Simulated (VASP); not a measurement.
Crystal: Sc.

```
CELL_PARAMETERS angstrom
3.30900 0.00000 0.00000
-1.65450 2.86568 0.00000
0.00000 0.00000 5.27330
ATOMIC_POSITIONS crystal
Sc 0.66667 0.33333 0.75000
Sc 0.33333 0.66667 0.25000
```

Base run:

```yaml
Program: VASP 6.6.1
Functional: PBEsol
Potentials_or_basis: VASP PAW PBE potentials, release 64 (Sc_sv)
Cutoff: 520 eV
k_mesh: 9 × 9 × 5
Occupations: gaussian, width 0.02 eV
Spin: no spin polarisation
```

Its results: band gap on the k mesh zero (bands 11 and 12 overlap by 1.11 eV); pressure -2.8 GPa.

**Question.** The run is repeated on the same cell with these changes: functional from PBEsol to PBE; occupations from gaussian, width 0.02 eV to gaussian, width 0.1 eV. What comes out?

**Answer.** Band gap on the k mesh zero (bands 11 and 12 overlap by 1.11 eV); pressure -0.7 GPa.

Caveats: the PAW data sets were made with another functional, which shifts forces and pressure a little (at least some runs).
